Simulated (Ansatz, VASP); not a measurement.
**Cu in VASP and in Ansatz**

```
Cu
1.0
     0.00000    1.78816    1.78816
     1.78816    0.00000    1.78816
     1.78816    1.78816    0.00000
Cu
1
Direct
  0.00000 0.00000 0.00000
```

Alike in both runs: functional r2SCAN; k mesh 21 × 21 × 21; occupations fermi-dirac, width 0.05 eV; no spin polarisation.

Ansatz relaxed the structure, and its values are those at the end. VASP's run is a single point on that final structure, the one shown.

```csv
,VASP,Ansatz
version,VASP 6.6.1,Ansatz 0.2.0
potentials or method,"VASP PAW PBE potentials, release 64 (Cu)","PAW with Ansatz's default frozen-core files, scalar-relativistic"
plane-wave cutoff (eV),660,500
valence electrons in the cell,11,19
```

Ansatz gave:

* pressure (GPa): 0.0

Task: Which values does VASP return?

Result: Pressure (GPa): 0.4.

VASP's potentials were made for PBE, not for r2SCAN. VASP's potentials hold 11 valence electrons a cell and Ansatz's 19, so a difference there can come from the potentials and not from the codes.
